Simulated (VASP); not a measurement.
# BeS (F-43m) in VASP: further runs

BeS is run at these levels: PBE; tasks: single point.

Program: VASP 6.6.1. These are calculated values, not measurements. Logs are shortened: lines on timing, memory, paths and dates and some standing lists are left out, and cuts for length are marked.

### 1 The cell of the first run

The structure is cubic, space group F-43m (No. 216). The conventional cell has a = 4.776 Å, b = 4.776 Å, c = 4.776 Å, α = 90.00°, β = 90.00°, γ = 90.00°. Be (site symmetry -43m) has 4 S at 2.07 Å within 2.7 Å. Within 2.7 Å of S (site symmetry -43m) lie 4 Be at 2.07 Å.

### 2 Single point, PBE (13.62 Å³/atom)

The input, INCAR:

```
SYSTEM = BeS
PREC = Accurate ; ENCUT = 600
EDIFF = 1E-6 ; ISMEAR = 0
SIGMA = 0.01 ; LREAL = .False.
LASPH = .True. ; NELM = 120
ALGO = Normal ; ISIF = 2
LWAVE = .False. ; LCHARG = .False.
GGA = PE ; NBANDS = 11
GGA_COMPAT = .False.
```

The input, KPOINTS:

```
Automatic mesh
0
Gamma
  8 8 8
  0 0 0
```

The input, POSCAR:

```
BeS
1.0
    0.0000000000      2.3881514586      2.3881514586
    2.3881514586      0.0000000000      2.3881514586
    2.3881514586      2.3881514586      0.0000000000
Be S
1 1
Direct
    0.0000000000      0.0000000000      0.0000000000
    0.2500000000      0.2500000000      0.2500000000
```

Potentials or basis: VASP PAW PBE potentials, release 64 (Be, S).

Launch:

```sh
$ cat potpaw_PBE.64/Be/POTCAR potpaw_PBE.64/S/POTCAR > POTCAR
$ mpirun -np 1 vasp_std > vasp.out
```

OUTCAR:

```text
SYSTEM = BeS
   PREC = Accurate
   ENCUT = 600
   EDIFF = 1E-6
   ISMEAR = 0
   LREAL = .False.
   LASPH = .True.
   NELM = 120
   ISIF = 2
   GGA = PE

 ion  position               nearest neighbor table
   1  0.000  0.000  0.000-   2 2.07   2 2.07   2 2.07   2 2.07
   2  0.250  0.250  0.250-   1 2.07   1 2.07   1 2.07   1 2.07

  LATTYP: Found a face centered cubic cell.
 ALAT       =     4.7763029172

  Lattice vectors:

 A1 = (   0.0000000000,   2.3881514586,   2.3881514586)
 A2 = (   2.3881514586,   0.0000000000,   2.3881514586)
 A3 = (   2.3881514586,   2.3881514586,   0.0000000000)

Analysis of symmetry for initial positions (statically):
=====================================================================
 Subroutine PRICEL returns:
 Original cell was already a primitive cell.

 Routine SETGRP: Setting up the symmetry group for a
 face centered cubic supercell.

 Subroutine GETGRP returns: Found 24 space group operations
 (whereof 24 operations were pure point group operations)
 out of a pool of 48 trial point group operations.

The static configuration has the point symmetry T_d .

Analysis of symmetry for dynamics (positions and initial velocities):
=====================================================================
 Subroutine PRICEL returns:
 Original cell was already a primitive cell.

 Routine SETGRP: Setting up the symmetry group for a
 face centered cubic supercell.

 Subroutine GETGRP returns: Found 24 space group operations
 (whereof 24 operations were pure point group operations)
 out of a pool of 48 trial point group operations.

The dynamic configuration has the point symmetry T_d .

 Subroutine INISYM returns: Found 24 space group operations
 (whereof 24 operations are pure point group operations),
 and found     1 'primitive' translations

----------------------------------------------------------------------------------------

                                     Primitive cell

  volume of cell :      27.2405

  direct lattice vectors                    reciprocal lattice vectors
     0.000000000  2.388151459  2.388151459    -0.209366955  0.209366955  0.209366955
     2.388151459  0.000000000  2.388151459     0.209366955 -0.209366955  0.209366955
     2.388151459  2.388151459  0.000000000     0.209366955  0.209366955 -0.209366955

  length of vectors
     3.377356182  3.377356182  3.377356182     0.362634204  0.362634204  0.362634204

  position of ions in fractional coordinates (direct lattice)
     0.000000000  0.000000000  0.000000000
     0.250000000  0.250000000  0.250000000

  ion indices of the primitive-cell ions
   primitive index   ion index
                 1           1
                 2           2

----------------------------------------------------------------------------------------

 KPOINTS: Automatic mesh

Automatic generation of k-mesh.
 Grid dimensions read from file:
 generate k-points for:    8    8    8

 Generating k-lattice:

  Cartesian coordinates                     Fractional coordinates (reciprocal lattice)
    -0.026170869  0.026170869  0.026170869     0.125000000  0.000000000  0.000000000
     0.026170869 -0.026170869  0.026170869     0.000000000  0.125000000  0.000000000
     0.026170869  0.026170869 -0.026170869     0.000000000  0.000000000  0.125000000

  Length of vectors
     0.045329276  0.045329276  0.045329276

  Shift w.r.t. Gamma in fractional coordinates (k-lattice)
     0.000000000  0.000000000  0.000000000

 Subroutine IBZKPT returns following result:
 ===========================================

 Found     29 irreducible k-points:

 Following reciprocal coordinates:
            Coordinates               Weight
  0.000000  0.000000  0.000000      1.000000
  0.125000  0.000000  0.000000      8.000000
  0.250000  0.000000  0.000000      8.000000
  0.375000  0.000000  0.000000      8.000000
  0.500000  0.000000  0.000000      4.000000
  0.125000  0.125000  0.000000      6.000000
[... 16 lines left out ...]
  0.500000  0.250000  0.125000     48.000000
 -0.375000  0.250000  0.125000     24.000000
 [... further k-points ...]
   k-points           NKPTS =     29   k-points in BZ     NKDIM =     29   number of bands    NBANDS=     11
   number of dos      NEDOS =    301   number of ions     NIONS =      2
   total plane-waves  NPLWV =  21952
   dimension x,y,z NGX =    28 NGY =   28 NGZ =   28
   dimension x,y,z NGXF=    56 NGYF=   56 NGZF=   56
   ions per type =               1   1
   NGX,Y,Z   is equivalent  to a cutoff of  13.78, 13.78, 13.78 a.u.
   NGXF,Y,Z  is equivalent  to a cutoff of  27.57, 27.57, 27.57 a.u.
 SYSTEM =  BeS
   PREC   = accura    normal or accurate (medium, high low for compatibility)
   ISTART =      0    job   : 0-new  1-cont  2-samecut
   ICHARG =      2    charge: 1-file 2-atom 10-const
   ISPIN  =      1    spin polarized calculation?
   LNONCOLLINEAR =      F non collinear calculations
   LSORBIT =      F    spin-orbit coupling
   LASPH  =      T    aspherical Exc in radial PAW
   ENCUT  =  600.0 eV  44.10 Ry    6.64 a.u.   6.75  6.75  6.75*2*pi/ulx,y,z
   NELM   =    120;   NELMIN=  2; NELMDL= -5     # of ELM steps
   EDIFF  = 0.1E-05   stopping-criterion for ELM
   LREAL  =      F    real-space projection
   EDIFFG = 0.1E-04   stopping-criterion for IOM
   NSW    =      0    number of steps for IOM
   IBRION =     -1    ionic relax: 0-MD 1-quasi-New 2-CG
   NFREE  =      0    steps in history (QN), initial steepest desc. (CG)
   ISIF   =      2    stress and relaxation
   ISYM   =      2    0-nonsym 1-usesym 2-fastsym
   POTIM  = 0.5000    time-step for ionic-motion
   TEBEG  =    0.0;   TEEND  =   0.0 temperature during run
   PSTRESS=    0.0 pullay stress
   NELECT =       8.0000    total number of electrons
   NUPDOWN=      -1.0000    fix difference up-down
   EMIN   =  10.00;   EMAX   =-10.00  energy-range for DOS
   EFERMI =   0.00;   METHOD = LEGACY
   ISMEAR =     0;   SIGMA  =   0.01  broadening in eV -4-tet -1-fermi 0-gaus
   EFERMI_NEDOS =   21; number of points for ismear=-14 and -15
   IALGO  =     38    algorithm
   IMIX   =      4    mixing-type and parameters
     AMIX     =   0.40;   BMIX     =  1.00
     AMIX_MAG =   1.60;   BMIX_MAG =  1.00
  volume/ion in A,a.u.               =      13.62        91.91
  Fermi-wavevector in a.u.,A,eV,Ry     =   1.088177  2.056357 16.111062  1.184130
  Thomas-Fermi vector in A             =   2.224353
   LORBIT       =      0    0 simple, 1 ext, 2 COOP (PROOUT), +10 PAW based schemes
   GGA     = PE    functional components
   LHFCALC =     F    Hartree Fock is set to
   AEXX    =    0.0000 exact exchange contribution
   IVDW    =     0    specifies the selected vdW correction
   LEPSILON=     F    determine dielectric tensor
   LRPA    =     F    only Hartree local field effects (RPA)
 non-spin polarized calculation
 Gauss-broadening in eV      SIGMA  =   0.01
  energy-cutoff  :      600.00
  volume of cell :       27.24
 maximum number of plane-waves:       941
   NGX = 13   NGY = 13   NGZ = 13

 number of electron       8.0000001 magnetization

 Free energy of the ion-electron system (eV)
  ---------------------------------------------------
  ext. energy  EPLUGINS =         0.00000000
  ---------------------------------------------------
  free energy    TOTEN  =        -9.97946445 eV

  energy without entropy =       -9.97946445  energy(sigma->0) =       -9.97946445

 E-fermi :   4.7972     XC(G=0):  -9.9221

 val. band max:        4.6619005392   @ k =   0.0000   0.0000   0.0000
 cond. band min:       7.6645975057   @ k =   0.5000   0.5000   0.0000
 fundamental gap:      3.0026969665
 Fermi energy:         4.7971699552

 k-point     1 :       0.0000    0.0000    0.0000
  band No.  band energies     occupation
      1      -9.3488      2.00000
      2       4.6619      2.00000
      3       4.6619      2.00000
      4       4.6619      2.00000
      5      10.3074      0.00000
      6      10.3074      0.00000
      7      10.3074      0.00000
      8      10.9449      0.00000
      9      17.5637      0.00000
     10      17.5637      0.00000
     11      19.8928      0.00000

 k-point     2 :       0.1250    0.0000    0.0000
  band No.  band energies     occupation
      1      -9.1603      2.00000
      2       3.4054      2.00000
      3       4.4471      2.00000
      4       4.4471      2.00000
      5      10.3616      0.00000
      6      10.6859      0.00000
      7      10.6859      0.00000
      8      12.1655      0.00000
      9      16.8512      0.00000
     10      16.8512      0.00000
     11      19.6285      0.00000

 k-point     3 :       0.2500    0.0000    0.0000
  band No.  band energies     occupation
      1      -8.6381      2.00000
      2       1.2006      2.00000
      3       4.0235      2.00000
      4       4.0235      2.00000
      5      10.3538      0.00000
      6      11.2507      0.00000
      7      11.2507      0.00000
      8      14.2932      0.00000
      9      16.6170      0.00000
     10      16.6170      0.00000
     11      19.1678      0.00000

 k-point     4 :       0.3750    0.0000    0.0000
  band No.  band energies     occupation
      1      -7.9655      2.00000
      2      -0.6579      2.00000
      3       3.6854      2.00000
      4       3.6854      2.00000
      5      10.3238      0.00000
      6      11.2969      0.00000
      7      11.2969      0.00000
      8      15.7192      0.00000
      9      18.0491      0.00000
     10      18.0491      0.00000
     11      19.4667      0.00000
[... 239 lines left out ...]
 k-point    22 :       0.3750    0.2500    0.1250
  band No.  band energies     occupation
      1      -8.2093      2.00000
      2       0.9722      2.00000
      3       2.3780      2.00000
      4       3.4698      2.00000
      5      10.2009      0.00000
      6      12.0260      0.00000
      7      12.3122      0.00000
      8      13.3689      0.00000
      9      16.5371      0.00000
     10      19.3504      0.00000
     11      20.9687      0.00000

 k-point    23 :       0.5000    0.2500    0.1250
  band No.  band energies     occupation
      1      -7.6138      2.00000
      2      -0.2709      2.00000
      3       1.8283      2.00000
      4       2.9642      2.00000
      5      10.6749      0.00000
      6      11.5524      0.00000
      7      13.3236      0.00000
      8      14.1046      0.00000
      9      17.5603      0.00000
     10      19.3751      0.00000
     11      21.5304      0.00000

 k-point    24 :      -0.3750    0.2500    0.1250
  band No.  band energies     occupation
      1      -7.3094      2.00000
      2      -0.8716      2.00000
      3       1.7375      2.00000
      4       2.7004      2.00000
      5      10.7344      0.00000
      6      11.3637      0.00000
      7      14.0096      0.00000
      8      15.3921      0.00000
      9      16.3036      0.00000
     10      20.2692      0.00000
     11      21.0219      0.00000

 [... further k-points ...]
[... 5 lines left out ...]
  --------------------------------------------------------------------------------------
  -------------------------------------------------------------------------------------
  Total        1.1095208      1.1095208      1.1095208      0.0000000     -0.0000000      0.0000000
  in kB       65.2574990     65.2574990     65.2574990      0.0000000     -0.0000000      0.0000000
  external PRESSURE =      65.2574990 kB  Pullay stress =       0.0000000 kB

 VOLUME and BASIS-vectors are now :
 -----------------------------------------------------------------------------
  energy-cutoff  :      600.00
  volume of cell :       27.24
      direct lattice vectors                 reciprocal lattice vectors
     0.000000000  2.388151459  2.388151459    -0.209366955  0.209366955  0.209366955
     2.388151459  0.000000000  2.388151459     0.209366955 -0.209366955  0.209366955
     2.388151459  2.388151459  0.000000000     0.209366955  0.209366955 -0.209366955

 POSITION                                       TOTAL-FORCE (eV/Angst)
 -----------------------------------------------------------------------------------
      0.00000      0.00000      0.00000         0.000000      0.000000     -0.000000
      1.19408      1.19408      1.19408        -0.000000     -0.000000      0.000000
 -----------------------------------------------------------------------------------
    total drift:                               -0.000000     -0.000000     -0.000000

  FREE ENERGIE OF THE ION-ELECTRON SYSTEM (eV)
  ---------------------------------------------------
  free  energy   TOTEN  =        -9.9794644549 eV

  energy  without entropy=       -9.9794644549  energy(sigma->0) =       -9.97946445
```

Wall time 5.9 s (1 thread of Intel Xeon 6975P-C (Granite Rapids), shared host); peak memory 0.14 GiB.

Results:

| Property | Result |
| --- | --- |
| Free energy | -9.9795 eV |
| Pressure | 6.5 GPa |
| Band gap on the k mesh | 3.00 eV (least direct gap 5.65 eV) |

Caveat: the cell stands under pressure.

### 3 Single point, PBE (14.05 Å³/atom)

This run uses another cell than the first one, of 14.05 Å³/atom.

The input, INCAR:

```
ALGO = Normal
EDIFF = 1E-6
ENCUT = 600
GGA = PE
GGA_COMPAT = F
ISIF = 2
ISMEAR = 0
LASPH = T
LCHARG = T
LELF = T
LREAL = F
LVHAR = T
LWAVE = F
NBANDS = 11
NELM = 120
PREC = Accurate
SIGMA = 0.01
```

The input, KPOINTS:

```
k-points
0
Gamma
  8 8 8
```

The input, POSCAR:

```
BeS
1.0
    0.0000000000      2.4132917425      2.4132917425
    2.4132917425      0.0000000000      2.4132917425
    2.4132917425      2.4132917425      0.0000000000
Be S
1 1
Direct
    0.0000000000      0.0000000000      0.0000000000
    0.2500000000      0.2500000000      0.2500000000
```

Potentials or basis: VASP PAW PBE potentials, release 64 (Be, S).

Launch:

```sh
$ cat potpaw_PBE.64/Be/POTCAR potpaw_PBE.64/S/POTCAR > POTCAR
$ mpirun -np 1 vasp_std > vasp.out
```

It took 5.6 s on 1 thread of Intel Xeon 6975P-C (Granite Rapids), shared host; peak memory 0.14 GiB.

Results (log left out):

```
Free energy            : -10.0053 eV
Pressure               : 3.1 GPa
Band gap on the k mesh : 3.08 eV (least direct gap 5.66 eV)
```

Levels at points of the mesh, in eV from the valence-band top:
| k point | band 1 | band 2 | band 3 | band 4 | band 5 | band 6 | band 7 | band 8 | band 9 |
| --- | --- | --- | --- | --- | --- | --- | --- | --- | --- |
| (0.00, 0.00, 0.00) | -13.79 | 0.00 | 0.00 | 0.00 | 5.66 | 5.66 | 5.66 | 6.01 | 12.84 |
| (0.50, 0.00, 0.00) | -12.14 | -5.88 | -1.05 | -1.05 | 5.53 | 6.56 | 6.56 | 11.28 | 15.01 |
| (0.50, 0.50, 0.00) | -11.58 | -5.09 | -2.69 | -2.69 | 3.08 | 4.91 | 12.90 | 12.90 | 15.75 |

Caveat: the cell stands under pressure. A k mesh can miss the band edges.

### 4 Single point, PBE (14.92 Å³/atom)

This run uses another cell than the first one, of 14.92 Å³/atom.

The input, INCAR:

```
ALGO     = Normal         # electronic algorithm
EDIFF    = 1E-6           # SCF threshold, eV
ENCUT    = 600            # plane-wave cutoff, eV
GGA      = PE             # functional
GGA_COMPAT= False        
ISIF     = 2              # what is computed and relaxed
ISMEAR   = 0              # smearing method
LASPH    = True           # aspherical terms in the spheres
LCHARG   = False          # write CHGCAR
LREAL    = False          # projectors in reciprocal space
LWAVE    = False          # write WAVECAR
NBANDS   = 11             # bands
NELM     = 120            # most SCF steps
PREC     = Accurate       # precision mode
SIGMA    = 0.01           # smearing width, eV
```

KPOINTS is that of step 3.

The input, POSCAR:

```
BeS
1.0
    0.0000000000      2.4620582498      2.4620582498
    2.4620582498      0.0000000000      2.4620582498
    2.4620582498      2.4620582498      0.0000000000
Be S
1 1
Direct
    0.0000000000      0.0000000000      0.0000000000
    0.2500000000      0.2500000000      0.2500000000
```

Potentials or basis: VASP PAW PBE potentials, release 64 (Be, S).

Launch:

```sh
$ cat potpaw_PBE.64/Be/POTCAR potpaw_PBE.64/S/POTCAR > POTCAR
$ mpirun -np 1 vasp_std > vasp.out
```

OUTCAR:

```text
EDIFF = 1E-6
   ENCUT = 600
   GGA = PE
   ISIF = 2
   ISMEAR = 0
   LASPH = True
   LREAL = False
   NELM = 120
   PREC = Accurate

 ion  position               nearest neighbor table
   1  0.000  0.000  0.000-   2 2.13   2 2.13   2 2.13   2 2.13
   2  0.250  0.250  0.250-   1 2.13   1 2.13   1 2.13   1 2.13

  LATTYP: Found a face centered cubic cell.
 ALAT       =     4.9241164996

  Lattice vectors:

 A1 = (   0.0000000000,   2.4620582498,   2.4620582498)
 A2 = (   2.4620582498,   0.0000000000,   2.4620582498)
[... 512 lines left out ...]
      6      10.1857      0.00000
      7      12.6429      0.00000
      8      14.0180      0.00000
      9      14.9918      0.00000
     10      18.7629      0.00000
     11      19.3317      0.00000

 [... further k-points ...]
[... 5 lines left out ...]
  --------------------------------------------------------------------------------------
  -------------------------------------------------------------------------------------
  Total       -0.4730446     -0.4730446     -0.4730446     -0.0000000      0.0000000      0.0000000
  in kB      -25.3914644    -25.3914644    -25.3914644     -0.0000000      0.0000000      0.0000000
  external PRESSURE =     -25.3914644 kB  Pullay stress =       0.0000000 kB

 VOLUME and BASIS-vectors are now :
 -----------------------------------------------------------------------------
  energy-cutoff  :      600.00
  volume of cell :       29.85
      direct lattice vectors                 reciprocal lattice vectors
     0.000000000  2.462058250  2.462058250    -0.203082116  0.203082116  0.203082116
     2.462058250  0.000000000  2.462058250     0.203082116 -0.203082116  0.203082116
     2.462058250  2.462058250  0.000000000     0.203082116  0.203082116 -0.203082116

 POSITION                                       TOTAL-FORCE (eV/Angst)
 -----------------------------------------------------------------------------------
      0.00000      0.00000      0.00000         0.000000      0.000000      0.000000
      1.23103      1.23103      1.23103        -0.000000     -0.000000     -0.000000
 -----------------------------------------------------------------------------------
    total drift:                               -0.000000     -0.000000     -0.000000

  FREE ENERGIE OF THE ION-ELECTRON SYSTEM (eV)
  ---------------------------------------------------
  free  energy   TOTEN  =       -10.0066780248 eV

  energy  without entropy=      -10.0066780248  energy(sigma->0) =      -10.00667802
```

OSZICAR:

```text
N       E                     dE             d eps       ncg     rms          rms(c)
DAV:   1     0.230612594731E+02    0.23061E+02   -0.40144E+03   638   0.688E+02
DAV:   2    -0.866682813226E+01   -0.31728E+02   -0.30051E+02   816   0.124E+02
DAV:   3    -0.101505718209E+02   -0.14837E+01   -0.14806E+01   837   0.265E+01
DAV:   4    -0.101595878690E+02   -0.90160E-02   -0.90135E-02   795   0.234E+00
DAV:   5    -0.101596784541E+02   -0.90585E-04   -0.90584E-04   830   0.242E-01    0.531E+00
DAV:   6    -0.100382598385E+02    0.12142E+00   -0.12526E-01   748   0.163E+00    0.363E+00
DAV:   7    -0.100051728712E+02    0.33087E-01   -0.10177E-01   792   0.166E+00    0.105E+00
DAV:   8    -0.100065212012E+02   -0.13483E-02   -0.66530E-03   833   0.409E-01    0.125E-01
DAV:   9    -0.100066119126E+02   -0.90711E-04   -0.50782E-04   786   0.143E-01    0.274E-02
DAV:  10    -0.100066730645E+02   -0.61152E-04   -0.90403E-05   734   0.561E-02    0.132E-02
DAV:  11    -0.100066776746E+02   -0.46101E-05   -0.16615E-05   817   0.211E-02    0.999E-03
DAV:  12    -0.100066780248E+02   -0.35022E-06   -0.51128E-07   562   0.471E-03
   1 F= -.10006678E+02 E0= -.10006678E+02  d E =-.124918E-70
```

Wall time 5.4 s (1 thread of Intel Xeon 6975P-C (Granite Rapids), shared host); peak memory 0.15 GiB.

Results:

```
Free energy            : -10.0067 eV
Pressure               : -2.5 GPa
Band gap on the k mesh : 3.21 eV (least direct gap 5.51 eV)
```

### 5 The runs side by side

```tsv
cell	gap on the mesh (eV)	pressure (GPa)
a = 3.377 Å, angles 60.0°, 2 atoms	3.00	6.5
a = 3.413 Å, angles 60.0°, 2 atoms	3.08	3.1
a = 3.482 Å, angles 60.0°, 2 atoms	3.21	-2.5
```

Alike in all rows: task single point; level PBE; potentials or basis VASP PAW PBE potentials, release 64 (Be, S); no spin polarisation; k mesh 8 × 8 × 8; cutoff (eV) 600; smearing gaussian 0.01 eV.

Caveats: the cell stands under pressure (at least some runs).

Total energies depend on the potentials used, so only differences within one code and one set of settings carry meaning.
